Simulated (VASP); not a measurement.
LaIn3Au2, 6 atoms in the cell. The typed cell holds 6 atoms: a = 5.953 Å, b = 5.953 Å, c = 4.676 Å, α = 90.00°, β = 90.00°, γ = 120.00°. 

| Item | Value |
| --- | --- |
| Program | VASP 6.6.1 |
| Task | single point |
| Functional | revPBE |
| Potentials or basis | VASP PAW PBE potentials, release 64 (In_d, La, Au) |
| Cutoff | 520 eV |
| k mesh | 4 × 4 × 4 |
| Occupations | fermi-dirac, width 0.1 eV |
| Spin | no spin polarisation |
| Dipole correction | no |
| Further INCAR settings | ALGO = Normal; EDIFF = 1e-07; NBANDS = 45 |

Potentials or basis: VASP PAW PBE potentials, release 64 (In_d, La, Au).

Run with:

```bash
$ cat potpaw_PBE.64/In_d/POTCAR potpaw_PBE.64/La/POTCAR potpaw_PBE.64/Au/POTCAR > POTCAR
$ mpirun -np 1 vasp_std > vasp.out
```

Hardware: 1 thread of AMD EPYC 7R13 Processor (Zen 3), with other jobs on the host.

Question: How long does it take, and how much memory?

Answer: Run time: 2.9 min on 1 thread of AMD EPYC 7R13 Processor (Zen 3) (shared host), peak memory 0.32 GiB. Counts: scf iterations 17, k points 21.
